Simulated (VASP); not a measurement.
# Ga (Pm-3m) in VASP: a series of runs

Ga is run at these levels: PBE; tasks: single point.

Program: VASP 6.6.1. These are calculated values, not measurements. Logs are shortened: lines on timing, memory, paths and dates and some standing lists are left out, and cuts for length are marked.

**1. The cell of the first run**

The structure is cubic, space group Pm-3m (No. 221). Conventional cell: a = 2.702 Å, b = 2.702 Å, c = 2.702 Å, α = 90.00°, β = 90.00°, γ = 90.00°. Ga (site symmetry m-3m) has 6 Ga at 2.70 Å within 3.6 Å.

This isn't the form of Ga at room conditions, which is orthorhombic.

**2. Single point, PBE**

INCAR reads:

```
PREC = Accurate
ENCUT = 520
EDIFF = 1E-7
ISMEAR = -1
SIGMA = 0.06122561905347299
LREAL = F
LASPH = T
NELM = 100
ALGO = Normal
ISIF = 2
LWAVE = F
LCHARG = F
GGA = PE
NBANDS = 12
```

KPOINTS reads:

```
Automatic mesh
0
Gamma
  20 20 20
```

POSCAR reads:

```
Ga
1.0
    2.7019243985      0.0000000000      0.0000000000
    0.0000000000      2.7019243985      0.0000000000
    0.0000000000      0.0000000000      2.7019243985
Ga
1
Direct
    0.0000000000      0.0000000000      0.0000000000
```

Potentials or basis: VASP PAW PBE potentials, release 64 (Ga_d).

The run is started by

```sh
cat potpaw_PBE.64/Ga_d/POTCAR > POTCAR
mpirun -np 1 vasp_std > vasp.out
```

OUTCAR:

```text
PREC = Accurate
   ENCUT = 520
   EDIFF = 1E-7
   ISMEAR = -1
   LREAL = F
   LASPH = T
   NELM = 100
   ISIF = 2
   GGA = PE

 ion  position               nearest neighbor table
   1  0.000  0.000  0.000-

  LATTYP: Found a simple cubic cell.
 ALAT       =     2.7019243985

  Lattice vectors:

 A1 = (   2.7019243985,   0.0000000000,   0.0000000000)
 A2 = (   0.0000000000,   2.7019243985,   0.0000000000)
 A3 = (   0.0000000000,   0.0000000000,   2.7019243985)

Analysis of symmetry for initial positions (statically):
=====================================================================
 Subroutine PRICEL returns:
 Original cell was already a primitive cell.

 Routine SETGRP: Setting up the symmetry group for a
 simple cubic supercell.

 Subroutine GETGRP returns: Found 48 space group operations
 (whereof 48 operations were pure point group operations)
 out of a pool of 48 trial point group operations.

The static configuration has the point symmetry O_h .

Analysis of symmetry for dynamics (positions and initial velocities):
=====================================================================
 Subroutine PRICEL returns:
 Original cell was already a primitive cell.

 Routine SETGRP: Setting up the symmetry group for a
 simple cubic supercell.

 Subroutine GETGRP returns: Found 48 space group operations
 (whereof 48 operations were pure point group operations)
 out of a pool of 48 trial point group operations.

The dynamic configuration has the point symmetry O_h .

 Subroutine INISYM returns: Found 48 space group operations
 (whereof 48 operations are pure point group operations),
 and found     1 'primitive' translations

----------------------------------------------------------------------------------------

                                     Primitive cell

  volume of cell :      19.7251

  direct lattice vectors                    reciprocal lattice vectors
     2.701924399  0.000000000  0.000000000     0.370106581  0.000000000  0.000000000
     0.000000000  2.701924399  0.000000000     0.000000000  0.370106581  0.000000000
     0.000000000  0.000000000  2.701924399     0.000000000  0.000000000  0.370106581

  length of vectors
     2.701924399  2.701924399  2.701924399     0.370106581  0.370106581  0.370106581

  position of ions in fractional coordinates (direct lattice)
     0.000000000  0.000000000  0.000000000

  ion indices of the primitive-cell ions
   primitive index   ion index
                 1           1

----------------------------------------------------------------------------------------

 KPOINTS: Automatic mesh

Automatic generation of k-mesh.
 Grid dimensions read from file:
 generate k-points for:   20   20   20

 Generating k-lattice:

  Cartesian coordinates                     Fractional coordinates (reciprocal lattice)
     0.018505329  0.000000000  0.000000000     0.050000000  0.000000000  0.000000000
     0.000000000  0.018505329  0.000000000     0.000000000  0.050000000  0.000000000
     0.000000000  0.000000000  0.018505329     0.000000000  0.000000000  0.050000000

  Length of vectors
     0.018505329  0.018505329  0.018505329

  Shift w.r.t. Gamma in fractional coordinates (k-lattice)
     0.000000000  0.000000000  0.000000000

 Subroutine IBZKPT returns following result:
 ===========================================

 Found    286 irreducible k-points:

 Following reciprocal coordinates:
            Coordinates               Weight
  0.000000  0.000000  0.000000      1.000000
  0.050000  0.000000  0.000000      6.000000
  0.100000  0.000000  0.000000      6.000000
  0.150000  0.000000  0.000000      6.000000
  0.200000  0.000000  0.000000      6.000000
  0.250000  0.000000  0.000000      6.000000
[... 16 lines left out ...]
  0.150000  0.100000  0.000000     24.000000
  0.200000  0.100000  0.000000     24.000000
 [... further k-points ...]
   k-points           NKPTS =    286   k-points in BZ     NKDIM =    286   number of bands    NBANDS=     12
   number of dos      NEDOS =    301   number of ions     NIONS =      1
   total plane-waves  NPLWV =   8000
   dimension x,y,z NGX =    20 NGY =   20 NGZ =   20
   dimension x,y,z NGXF=    40 NGYF=   40 NGZF=   40
   ions per type =               1
   NGX,Y,Z   is equivalent  to a cutoff of  12.31, 12.31, 12.31 a.u.
   NGXF,Y,Z  is equivalent  to a cutoff of  24.61, 24.61, 24.61 a.u.
 SYSTEM =  unknown system
   PREC   = accura    normal or accurate (medium, high low for compatibility)
   ISTART =      0    job   : 0-new  1-cont  2-samecut
   ICHARG =      2    charge: 1-file 2-atom 10-const
   ISPIN  =      1    spin polarized calculation?
   LNONCOLLINEAR =      F non collinear calculations
   LSORBIT =      F    spin-orbit coupling
   LASPH  =      T    aspherical Exc in radial PAW
   ENCUT  =  520.0 eV  38.22 Ry    6.18 a.u.   5.02  5.02  5.02*2*pi/ulx,y,z
   NELM   =    100;   NELMIN=  2; NELMDL= -5     # of ELM steps
   EDIFF  = 0.1E-06   stopping-criterion for ELM
   LREAL  =      F    real-space projection
   EDIFFG = 0.1E-05   stopping-criterion for IOM
   NSW    =      0    number of steps for IOM
   IBRION =     -1    ionic relax: 0-MD 1-quasi-New 2-CG
   NFREE  =      0    steps in history (QN), initial steepest desc. (CG)
   ISIF   =      2    stress and relaxation
   ISYM   =      2    0-nonsym 1-usesym 2-fastsym
   POTIM  = 0.5000    time-step for ionic-motion
   TEBEG  =    0.0;   TEEND  =   0.0 temperature during run
   PSTRESS=    0.0 pullay stress
   NELECT =      13.0000    total number of electrons
   NUPDOWN=      -1.0000    fix difference up-down
   EMIN   =  10.00;   EMAX   =-10.00  energy-range for DOS
   EFERMI =   0.00;   METHOD = LEGACY
   ISMEAR =    -1;   SIGMA  =   0.06  broadening in eV -4-tet -1-fermi 0-gaus
   EFERMI_NEDOS =   21; number of points for ismear=-14 and -15
   IALGO  =     38    algorithm
   IMIX   =      4    mixing-type and parameters
     AMIX     =   0.40;   BMIX     =  1.00
     AMIX_MAG =   1.60;   BMIX_MAG =  1.00
  volume/ion in A,a.u.               =      19.73       133.11
  Fermi-wavevector in a.u.,A,eV,Ry     =   1.424676  2.692247 27.615766  2.029702
  Thomas-Fermi vector in A             =   2.545142
   LORBIT       =      0    0 simple, 1 ext, 2 COOP (PROOUT), +10 PAW based schemes
   GGA     = PE    functional components
   LHFCALC =     F    Hartree Fock is set to
   AEXX    =    0.0000 exact exchange contribution
   IVDW    =     0    specifies the selected vdW correction
   LEPSILON=     F    determine dielectric tensor
   LRPA    =     F    only Hartree local field effects (RPA)
 non-spin polarized calculation
  energy-cutoff  :      520.00
  volume of cell :       19.73
 maximum number of plane-waves:       552
   NGX = 11   NGY = 11   NGZ = 11

 number of electron      13.0000022 magnetization

 Free energy of the ion-electron system (eV)
  ---------------------------------------------------
  ext. energy  EPLUGINS =         0.00000000
  ---------------------------------------------------
  free energy    TOTEN  =        -2.82752832 eV

  energy without entropy =       -2.82171043  energy(sigma->0) =       -2.82461938

 E-fermi :   4.8991     XC(G=0): -10.7159

 val. band max:        4.8855779636   @ k =   0.4500   0.4000   0.2000
 cond. band min:       4.9139678849   @ k =   0.4000   0.4000   0.1000
 fundamental gap:      0.0283899212
 Fermi energy:         4.8990631515

 k-point     1 :       0.0000    0.0000    0.0000
  band No.  band energies     occupation
      1     -10.2408      2.00000
      2     -10.2408      2.00000
      3      -9.7072      2.00000
      4      -9.7072      2.00000
      5      -9.7072      2.00000
      6      -5.7752      2.00000
      7      13.9591      0.00000
      8      13.9591      0.00000
      9      13.9591      0.00000
     10      16.8829      0.00000
     11      16.8829      0.00000
     12      19.4314      0.00000

 k-point     2 :       0.0500    0.0000    0.0000
  band No.  band energies     occupation
      1     -10.2398      2.00000
      2     -10.2319      2.00000
      3      -9.7109      2.00000
      4      -9.7109      2.00000
      5      -9.7069      2.00000
      6      -5.7240      2.00000
      7      13.0456      0.00000
      8      14.0129      0.00000
      9      14.0129      0.00000
     10      16.9265      0.00000
     11      17.6016      0.00000
     12      19.7509      0.00000

 k-point     3 :       0.1000    0.0000    0.0000
  band No.  band energies     occupation
      1     -10.2368      2.00000
      2     -10.2064      2.00000
      3      -9.7214      2.00000
      4      -9.7214      2.00000
      5      -9.7060      2.00000
      6      -5.5698      2.00000
      7      11.4218      0.00000
      8      14.1730      0.00000
      9      14.1730      0.00000
     10      17.0570      0.00000
     11      18.3862      0.00000
     12      20.9612      0.00000
[... 286 lines left out ...]
 k-point    23 :       0.1500    0.1000    0.0000
  band No.  band energies     occupation
      1     -10.2096      2.00000
      2     -10.1501      2.00000
      3      -9.7548      2.00000
      4      -9.7365      2.00000
      5      -9.7185      2.00000
      6      -5.1063      2.00000
      7       9.8840      0.00000
      8      11.9560      0.00000
      9      14.6501      0.00000
     10      18.1280      0.00000
     11      20.9049      0.00000
     12      22.9673      0.00000

 k-point    24 :       0.2000    0.1000    0.0000
  band No.  band energies     occupation
      1     -10.2025      2.00000
      2     -10.1021      2.00000
      3      -9.7771      2.00000
      4      -9.7569      2.00000
      5      -9.7167      2.00000
      6      -4.7435      2.00000
      7       8.2410      0.00000
      8      12.2875      0.00000
      9      15.0102      0.00000
     10      18.4438      0.00000
     11      21.2130      0.00000
     12      24.6108      0.00000

 [... further k-points ...]
[... 5 lines left out ...]
  --------------------------------------------------------------------------------------
  -------------------------------------------------------------------------------------
  Total        0.1166212      0.1166212      0.1166212      0.0000000      0.0000000     -0.0000000
  in kB        9.4725887      9.4725887      9.4725887      0.0000000      0.0000000     -0.0000000
  external PRESSURE =       9.4725887 kB  Pullay stress =       0.0000000 kB

 VOLUME and BASIS-vectors are now :
 -----------------------------------------------------------------------------
  energy-cutoff  :      520.00
  volume of cell :       19.73
      direct lattice vectors                 reciprocal lattice vectors
     2.701924399  0.000000000  0.000000000     0.370106581  0.000000000  0.000000000
     0.000000000  2.701924399  0.000000000     0.000000000  0.370106581  0.000000000
     0.000000000  0.000000000  2.701924399     0.000000000  0.000000000  0.370106581

 POSITION                                       TOTAL-FORCE (eV/Angst)
 -----------------------------------------------------------------------------------
      0.00000      0.00000      0.00000         0.000000      0.000000      0.000000
 -----------------------------------------------------------------------------------
    total drift:                                0.000000      0.000000      0.000000

  FREE ENERGIE OF THE ION-ELECTRON SYSTEM (eV)
  ---------------------------------------------------
  free  energy   TOTEN  =        -2.8275283247 eV

  energy  without entropy=       -2.8217104286  energy(sigma->0) =       -2.82461938
```

Wall time 34 s (1 thread of Intel Xeon Platinum 8488C (Sapphire Rapids), shared host); peak memory 0.17 GiB.

Results:

```
Free energy            : -2.8275 eV
Pressure               : 0.9 GPa
Band gap on the k mesh : zero (an odd number of electrons rules out a gap without spin polarisation)
```

**3. Single point, PBE**

This run uses another cell than the first one, of 20.13 Å³/atom.

INCAR reads:

```
SYSTEM = Ga
PREC     = Accurate       ! precision mode
ENCUT    = 520            ! plane-wave cutoff, eV
EDIFF    = 1E-6           ! SCF threshold, eV
ISMEAR   = -1             ! smearing method
SIGMA    = 0.06122561905347299 ! smearing width, eV
LREAL    = .FALSE.        ! projectors in reciprocal space
LASPH    = .TRUE.         ! aspherical terms in the spheres
NELM     = 60             ! most SCF steps
ALGO     = Normal         ! electronic algorithm
ISIF     = 2              ! what is computed and relaxed
LWAVE    = .FALSE.        ! write WAVECAR
LCHARG   = .TRUE.         ! write CHGCAR
GGA      = PE             ! functional
LELF     = .TRUE.         ! ELF
LVHAR    = .TRUE.       
NBANDS   = 12             ! bands
```

KPOINTS reads:

```
Automatic mesh
0
G
  20 20 20
  0 0 0
```

POSCAR reads:

```
Ga
1.0
    2.7201811983      0.0000000000      0.0000000000
    0.0000000000      2.7201811983      0.0000000000
    0.0000000000      0.0000000000      2.7201811983
Ga
1
Direct
    0.0000000000      0.0000000000      0.0000000000
```

Potentials or basis: VASP PAW PBE potentials, release 64 (Ga_d).

The run is started by

```sh
cat potpaw_PBE.64/Ga_d/POTCAR > POTCAR
mpirun -np 1 vasp_std > vasp.out
```

Run time: 30 s. Hardware: 1 thread of Intel Xeon Platinum 8488C (Sapphire Rapids), shared host; peak memory 0.17 GiB.

Results (log left out):

| Property | Result |
| --- | --- |
| Free energy | -2.8287 eV |
| Pressure | -0.1 GPa |
| Band gap on the k mesh | zero (an odd number of electrons rules out a gap without spin polarisation) |

Levels at points of the mesh, in eV from the Fermi level:
| k point | band 4 | band 5 | band 6 | band 7 | band 8 | band 9 |
| --- | --- | --- | --- | --- | --- | --- |
| (0.00, 0.00, 0.00) | -14.61 | -14.61 | -10.54 | 8.92 | 8.92 | 8.92 |
| (0.50, 0.00, 0.00) | -14.74 | -14.59 | -6.20 | -4.08 | 12.33 | 12.33 |
| (0.50, 0.50, 0.00) | -14.72 | -14.47 | -1.68 | -0.66 | -0.66 | 4.22 |
| (0.50, 0.50, 0.50) | -14.46 | -14.46 | 2.61 | 2.61 | 2.61 | 3.71 |

(Part 1 of 2 ends here.)
